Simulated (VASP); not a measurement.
# Ni (Fm-3m) in VASP: notebook, part 2 of 2

VASP 6.6.1. The steps go on from the part before.

## Step 3: Single point, PBE, collinear spin, ferromagnetic start

File INCAR:

```
PREC = Accurate ; ENCUT = 520
EDIFF = 1E-6 ; ISMEAR = -1
SIGMA = 0.1 ; LREAL = F
LASPH = T ; NELM = 150
ALGO = Normal ; ISIF = 2
LWAVE = F ; LCHARG = F
ISPIN = 2 ; MAGMOM = 0.94
LORBIT = 11 ; NUPDOWN = 0.94
LMAXMIX = 4 ; GGA = PE
NBANDS = 15
```

File KPOINTS:

```
Automatic mesh
0
Gamma
  14 14 14
```

File POSCAR:

```
Ni
1.0
    0.0000000000      1.7597000000      1.7597000000
    1.7597000000      0.0000000000      1.7597000000
    1.7597000000      1.7597000000      0.0000000000
Ni
1
Direct
    0.0000000000      0.0000000000      0.0000000000
```

Potentials or basis: VASP PAW PBE potentials, release 64 (Ni).

On the command line:

```
$ cat potpaw_PBE.64/Ni/POTCAR > POTCAR
$ mpirun -np 1 vasp_std > vasp.out
```

It took 37 s on 1 thread of Intel Xeon 6975P-C, shared host; peak memory 0.15 GiB.

The run converged. Its results:

```yaml
Free_energy: -5.4270 eV
Pressure: 2.8 GPa
Net_moment: 0.94 μB per cell
Site_moments: Ni +0.94 μB
Valence_electrons_inside_the_program's_atomic_spheres: Ni 9.30
```

Caveat: the total moment is fixed, so each spin has its own Fermi level.

## Step 4: Single point, PBE, collinear spin, ferromagnetic start

File INCAR:

```
PREC     = Accurate       # precision mode
ENCUT    = 520            # plane-wave cutoff, eV
EDIFF    = 1E-7           # SCF threshold, eV
ISMEAR   = -1             # smearing method
SIGMA    = 0.1            # smearing width, eV
LREAL    = F              # projectors in reciprocal space
LASPH    = T              # aspherical terms in the spheres
NELM     = 150            # most SCF steps
ALGO     = Normal         # electronic algorithm
ISIF     = 2              # what is computed and relaxed
LWAVE    = F              # write WAVECAR
LCHARG   = F              # write CHGCAR
ISPIN    = 2              # spin polarisation
MAGMOM   = 1.41           # initial moments
LORBIT   = 11             # projections on sites
NUPDOWN  = 1.41           # fixed moment
LMAXMIX  = 4              # l up to which the mixer works
GGA      = PE             # functional
NBANDS   = 15             # bands
```

File KPOINTS:

```
regular mesh
0
Gamma
  14 14 14
```

POSCAR is that of step 3.

Potentials or basis: VASP PAW PBE potentials, release 64 (Ni).

On the command line:

```
$ cat potpaw_PBE.64/Ni/POTCAR > POTCAR
$ mpirun -np 1 vasp_std > vasp.out
```

OUTCAR:

```text
PREC = Accurate
   ENCUT = 520
   EDIFF = 1E-7
   ISMEAR = -1
   LREAL = F
   LASPH = T
   NELM = 150
   ISIF = 2
   ISPIN = 2
   LORBIT = 11
   NUPDOWN = 1.41
   GGA = PE

 ion  position               nearest neighbor table
   1  0.000  0.000  0.000-

  LATTYP: Found a face centered cubic cell.
 ALAT       =     3.5194000000

  Lattice vectors:

 A1 = (   0.0000000000,   1.7597000000,   1.7597000000)
 A2 = (   1.7597000000,   0.0000000000,   1.7597000000)
 A3 = (   1.7597000000,   1.7597000000,   0.0000000000)

Analysis of symmetry for initial positions (statically):
=====================================================================
 Subroutine PRICEL returns:
 Original cell was already a primitive cell.

 Routine SETGRP: Setting up the symmetry group for a
 face centered cubic supercell.

 Subroutine GETGRP returns: Found 48 space group operations
 (whereof 48 operations were pure point group operations)
 out of a pool of 48 trial point group operations.

The static configuration has the point symmetry O_h .

Analysis of symmetry for dynamics (positions and initial velocities):
=====================================================================
[... 623 lines left out ...]
      8      37.0990      0.00000
      9      37.0990      0.00000
     10      37.0990      0.00000
     11      40.0713      0.00000
     12      40.0713      0.00000
     13      40.0713      0.00000
     14      42.9783      0.00000
[... 403 lines left out ...]
      4       8.0771      0.99986
      5       8.6645      0.95330
      6       8.9951      0.42800
      7      25.1164      0.00000
      8      30.6010      0.00000
      9      31.2698      0.00000
     10      33.9843      0.00000
     11      39.0710      0.00000
     12      42.9966      0.00000
     13      44.9661      0.00000
     14      47.1249      0.00000
     15      51.6316      0.00000

 [... further k-points ...]
[... 5 lines left out ...]
  --------------------------------------------------------------------------------------
  -------------------------------------------------------------------------------------
  Total        0.6886204      0.6886204      0.6886204     -0.0000000      0.0000000     -0.0000000
  in kB      101.2382341    101.2382341    101.2382341     -0.0000000      0.0000000     -0.0000000
  external PRESSURE =     101.2382341 kB  Pullay stress =       0.0000000 kB

 VOLUME and BASIS-vectors are now :
 -----------------------------------------------------------------------------
  energy-cutoff  :      520.00
  volume of cell :       10.90
      direct lattice vectors                 reciprocal lattice vectors
     0.000000000  1.759700000  1.759700000    -0.284139342  0.284139342  0.284139342
     1.759700000  0.000000000  1.759700000     0.284139342 -0.284139342  0.284139342
     1.759700000  1.759700000  0.000000000     0.284139342  0.284139342 -0.284139342

 POSITION                                       TOTAL-FORCE (eV/Angst)
 -----------------------------------------------------------------------------------
      0.00000      0.00000      0.00000        -0.000000      0.000000      0.000000
 -----------------------------------------------------------------------------------
    total drift:                                0.000000      0.000000      0.000000

  FREE ENERGIE OF THE ION-ELECTRON SYSTEM (eV)
  ---------------------------------------------------
  free  energy   TOTEN  =        -5.0063002323 eV

  energy  without entropy=       -4.9617639868  energy(sigma->0) =       -4.98403211

 total charge

# of ion       s       p       d       tot
------------------------------------------
    1        0.525   0.570   8.180   9.275

 magnetization (x)

# of ion       s       p       d       tot
------------------------------------------
    1        0.034   0.083   1.244   1.362
```

OSZICAR:

```text
N       E                     dE             d eps       ncg     rms          rms(c)
DAV:   1     0.345582685903E+02    0.34558E+02   -0.42248E+03  6601   0.860E+02
DAV:   2    -0.481499189996E+01   -0.39373E+02   -0.36283E+02  7122   0.165E+02
DAV:   3    -0.628664613659E+01   -0.14717E+01   -0.14619E+01  7535   0.312E+01
DAV:   4    -0.629570496674E+01   -0.90588E-02   -0.90573E-02  7728   0.232E+00
DAV:   5    -0.629581647234E+01   -0.11151E-03   -0.11150E-03  7697   0.230E-01    0.112E+01
DAV:   6    -0.523865862823E+01    0.10572E+01   -0.12950E+01  9005   0.438E+01    0.650E+00
DAV:   7    -0.502646596493E+01    0.21219E+00   -0.12889E+00  7889   0.133E+01    0.274E+00
DAV:   8    -0.501290626813E+01    0.13560E-01   -0.11225E-02  7763   0.751E-01    0.150E+00
DAV:   9    -0.500692658457E+01    0.59797E-02   -0.31303E-03  9610   0.435E-01    0.278E-01
DAV:  10    -0.500631520193E+01    0.61138E-03   -0.13650E-03 10224   0.266E-01    0.269E-02
DAV:  11    -0.500629928138E+01    0.15921E-04   -0.33128E-05  9018   0.363E-02    0.354E-02
DAV:  12    -0.500630091758E+01   -0.16362E-05   -0.19930E-06  8471   0.130E-02    0.771E-03
DAV:  13    -0.500630022968E+01    0.68791E-06   -0.53960E-07  8535   0.711E-03    0.697E-04
DAV:  14    -0.500630023229E+01   -0.26139E-08   -0.13772E-08  5143   0.931E-04
   1 F= -.50063002E+01 E0= -.49840321E+01  d E =-.445362E-01  mag=     1.4100
```

It took 38 s on 1 thread of Intel Xeon 6975P-C, shared host; peak memory 0.15 GiB.

What came out:

```yaml
Free_energy: -5.0063 eV
Pressure: 10.1 GPa
Net_moment: 1.41 μB per cell
Site_moments: Ni +1.36 μB
Valence_electrons_inside_the_program's_atomic_spheres: Ni 9.28
```

Caveat: the total moment is fixed, so each spin has its own Fermi level.

## Step 5: Overview

| fixed moment (μB) | pressure (GPa) | moment (μB) |
| --- | --- | --- |
| 0.47 | -0.3 | 0.47 |
| 0.94 | 2.8 | 0.94 |
| 1.41 | 10.1 | 1.41 |

Alike in all rows: task single point; level PBE; potentials or basis VASP PAW PBE potentials, release 64 (Ni); spin collinear, ferromagnetic start; cell as given; k mesh 14 × 14 × 14; cutoff (eV) 520; smearing fermi-dirac 0.1 eV.

Caveats: the total moment is fixed, so each spin has its own Fermi level.

Total energies depend on the potentials used, so only differences within one code and one set of settings carry meaning.
